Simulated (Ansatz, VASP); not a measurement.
## Ta4O in VASP and in Ansatz

Contents of INCAR:

```
SYSTEM = Ta4O
PREC     = Accurate       ! precision mode
ENCUT    = 520            ! plane-wave cutoff, eV
EDIFF    = 1E-7           ! SCF threshold, eV
ISMEAR   = 0              ! smearing method
SIGMA    = 0.15           ! smearing width, eV
LREAL    = .False.        ! projectors in reciprocal space
LASPH    = .True.         ! aspherical terms in the spheres
NELM     = 60             ! most SCF steps
ALGO     = Normal         ! electronic algorithm
ISIF     = 2              ! what is computed and relaxed
LWAVE    = .False.        ! write WAVECAR
LCHARG   = .False.        ! write CHGCAR
GGA      = PE             ! functional
NBANDS   = 33             ! bands
```

The input KPOINTS:

```
regular mesh
0
Gamma
  14 14 8
  0 0 0
```

Contents of POSCAR:

```
Ta4O
1.0
    3.2547070451      0.0000000000      0.0000000000
    0.0000000000      3.2547070451      0.0000000000
    0.0000000000      0.0000000000      7.7651559935
Ta O
4 1
Direct
    0.0000000000      0.0000000000      0.5000000000
    0.5000000000      0.5000000000      0.7829127297
    0.5000000000      0.5000000000      0.2170872703
    0.0000000000      0.0000000000      0.0000000000
    0.5000000000      0.5000000000      0.5000000000
```

Input for Ansatz:

```yaml
crystal:
  lattice:
    - [3.2547070451, 0.0, 0.0]
    - [0.0, 3.2547070451, 0.0]
    - [0.0, 0.0, 7.7651559935]
  atoms:
    - { symbol: Ta, position: [0.0, 0.0, 0.5] }
    - { symbol: Ta, position: [0.5, 0.5, 0.7829127297] }
    - { symbol: Ta, position: [0.5, 0.5, 0.2170872703] }
    - { symbol: Ta, position: [0.0, 0.0, 0.0] }
    - { symbol: O, position: [0.5, 0.5, 0.5] }
basis:
  ecutwfc: 420
kpoints:
  mp_grid: { grid: [14, 14, 8] }
hamiltonian:
  xc: pbe
scf:
  occupations: { method: gaussian, width: 0.15 }
output:
  forces: true
  stress: true
  eigenvalues: true
```

Change from the starting cell: strain +0.0500 x Voigt [0, 0, 1, 0, 0, 0], atoms carried along.

Alike in both runs: task single point; functional PBE; k mesh 14 × 14 × 8; occupations gaussian, width 0.15 eV; no spin polarisation.

|  | VASP | Ansatz |
| --- | --- | --- |
| version | VASP 6.6.1 | Ansatz 0.2.0 |
| potentials or method | VASP PAW PBE potentials, release 64 (Ta_pv, O), cutoff 520 eV | scalar-relativistic, plane waves, PAW |
| valence electrons in the cell | 50 | 58 |

Ansatz gave:

```
gap on the k mesh at the Fermi level (eV)                     : none
pressure (GPa)                                                : -10.1
traceless stress, the component that is largest in VASP (GPa) : -5.37
rms of the force components (eV/Å)                            : 0.126
```

What did VASP give for the same quantities?

gap on the k mesh at the Fermi level (eV): none; pressure (GPa): -9.9; traceless stress, the component that is largest in VASP (GPa): -5.30; rms of the force components (eV/Å): 0.116.

Atom by atom the forces differ by 0.010 eV/Å (rms over components). A gap of «none» marks a metal or a gap that the smearing closes. With one functional, cell and mesh, what is left measures potentials, basis and numerics. VASP's potentials hold 50 valence electrons a cell and Ansatz's 58, so a difference there can come from the potentials and not from the codes.

Spin-orbit coupling is off throughout.
